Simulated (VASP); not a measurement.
Set up this calculation in VASP 6.6.1, as the native input.

| Property | Result |
| --- | --- |
| Task | relaxation of cell and atoms |
| Functional | LDA |
| Potentials or basis | VASP PAW LDA potentials, release 64 (In_d) |
| Cutoff | 600 eV |
| k mesh | 15 × 15 × 15 |
| Occupations | fermi-dirac, width 0.1 eV |
| Spin | no spin polarisation |
| Target pressure | 0.33 GPa |
| Dipole correction | no |
| Further INCAR settings | ALGO = Normal; EDIFF = 1e-06; IBRION = 2; EDIFFG = -0.005; NSW = 60; ISIF = 3 |

The structure of In lies in POSCAR:

```
In
1.0
   -1.8335202670      1.8335202670      1.8335202670
    1.8335202670     -1.8335202670      1.8335202670
    1.8335202670      1.8335202670     -1.8335202670
In
1
Direct
    0.0000000000      0.0000000000      0.0000000000
```

This isn't the form of In at room conditions, which is tetragonal.

The input as run:

INCAR

```
SYSTEM = In
PREC = Accurate
ENCUT = 600
EDIFF = 1E-6
ISMEAR = -1
SIGMA = 0.1
LREAL = .FALSE.
LASPH = .TRUE.
NELM = 100
ALGO = Normal
ISIF = 3
LWAVE = .FALSE.
LCHARG = .FALSE.
GGA = CA
IBRION = 2
NSW = 60
EDIFFG = -0.005
PSTRESS = 3.3000000000000003
```

KPOINTS

```
Automatic mesh
0
G
  15 15 15
  0 0 0
```

Potentials or basis: VASP PAW LDA potentials, release 64 (In_d).

The run is started by

```sh
$ cat potpaw_LDA.64/In_d/POTCAR > POTCAR
$ mpirun -np 1 vasp_std > vasp.out
```

Results of the run:

```yaml
Relaxed_volume: 24.70 Å³/atom
Relaxed_cell: a = 3.178 Å, b = 3.178 Å, c = 3.178 Å, α = 109.47°, β = 109.47°, γ = 109.47°
Space_group_after_relaxing_to_0.1_Å: Im-3m (No. 229)
Energy_change_on_relaxing_the_run_minimises_the_enthalpy: -0.1 meV/atom
Ionic_steps: 2
Pressure_after_relaxing: 0.3 GPa
Band_gap_on_the_k_mesh: zero (an odd number of electrons rules out a gap without spin polarisation)
```

Caveat: the cell is relaxed towards a set pressure, so the run minimises the enthalpy, not the energy; spin-orbit coupling is left out, which moves the levels of the heavy elements.

It took 18 s on 1 thread of Intel(R) Xeon(R) 6975P-C (Granite Rapids), with other jobs on the host, peak memory 0.17 GiB.
